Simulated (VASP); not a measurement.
NiO:

```xyz
2
Lattice="2.5046 0.0000 0.0000 0.0000 2.5046 0.0000 0.0000 0.0000 2.5046" Properties=species:S:1:pos:R:3 pbc="T T T"
Ni    0.0000    0.0000    0.0000
O     1.2523    1.2523    1.2523
```

| Property | Result |
| --- | --- |
| Program | VASP 6.6.1 |
| Task | relaxation of cell and atoms |
| Functional | PBE |
| Dispersion | D4 |
| Potentials or basis | VASP PAW PBE potentials, release 64 (Ni_sv_GW, O) |
| Cutoff | 700 eV |
| k mesh | 11 × 11 × 11 |
| Occupations | fermi-dirac, width 0.05 eV |
| Spin | collinear spin, ferromagnetic start |
| Starting moments | [1.0, 0.0] μB |

At the start: pressure 20.7 GPa; volume 7.86 Å³/atom.

Question: How do energy, volume and symmetry change on relaxing?

Answer: Over 4 steps the energy falls by 39.2 meV/atom and the volume is 8.53 Å³/atom (+8.6 %); space group Pm-3m (No. 221, to 0.1 Å) before and after; moment 0.00 μB per cell.

Step by step:
```
step  energy change (eV)  largest force (eV/Å)  pressure (GPa)  volume (Å³)
   1              0.0000                0.0000           20.69        15.71
   2             -0.0237                0.0000          -14.70        18.13
   3             -0.0782                0.0000            1.04        16.99
   4             -0.0784                0.0000           -0.05        17.06
```

Final structure:
```
Ni O
1.0
     2.57443    0.00000    0.00000
     0.00000    2.57443    0.00000
     0.00000    0.00000    2.57443
Ni O
1 1
Cartesian
  0.0000 0.0000 0.0000
  1.2872 1.2872 1.2872
```

Caveat: the moments typed at the start vanished in this run.
